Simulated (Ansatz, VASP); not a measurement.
## ZnS in VASP and in Ansatz

```
Zn S
1.0
     0.00000    2.72183    2.72183
     2.72183    0.00000    2.72183
     2.72183    2.72183    0.00000
Zn S
1 1
Direct
  0.00000 0.00000 0.00000
  0.75000 0.75000 0.75000
```

Alike in both runs: functional PBE; k mesh 10 × 10 × 10; occupations gaussian, width 0.02 eV; no spin polarisation.

Ansatz relaxed the structure, and its values are those at the end. VASP's run is a single point on that final structure, the one shown.

|  | VASP | Ansatz |
| --- | --- | --- |
| version | VASP 6.6.1 | Ansatz 0.2.0 |
| potentials or method | VASP PAW PBE potentials, release 64 (Zn, S), cutoff 520 eV | scalar-relativistic, plane waves, PAW |
| valence electrons in the cell | 18 | 18 |

```tsv
	VASP	Ansatz	Ansatz less VASP
gap on the k mesh at the Fermi level (eV)	2.02	2.01	-0.008
least direct gap on the mesh (eV)	2.02	2.01	-0.008
pressure (GPa)	0.2	0.0	-0.15
```

With one functional, cell and mesh, what is left measures potentials, basis and numerics.
